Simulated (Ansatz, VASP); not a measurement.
Pb in VASP and in Ansatz

```xyz
1
Lattice="0.0000 1.9365 1.9365 1.9365 0.0000 1.9365 1.9365 1.9365 0.0000" Properties=species:S:1:pos:R:3 pbc="T T T"
Pb    0.0000    0.0000    0.0000
```

Change from the starting cell: volume scaled by 0.5, LAPW.

Alike in both runs: task single point; functional LDA; k mesh 15 × 15 × 15; occupations fermi-dirac, width 0.05 eV; no spin polarisation.

```csv
,VASP,Ansatz
version,VASP 6.6.1,Ansatz 0.2.0
potentials or method,"VASP PAW LDA potentials, release 64 (Pb_d), cutoff 520 eV","all-electron LAPW, scalar-relativistic"
```

Ansatz gave:

```
pressure (GPa) : 200.3
```

Problem. Which values does VASP return?

Solution. Pressure (GPa): 202.1.

LDA's correlation is that of Perdew and Zunger in VASP and of Perdew and Wang (1992) in Ansatz. Both programs put the cell under a high pressure, so it lies far from rest at this level. Ansatz ran all-electron here, and VASP with PAW potentials.

Neither program's run includes spin-orbit coupling. Noted on VASP's run: the cell as given lies far from equilibrium.
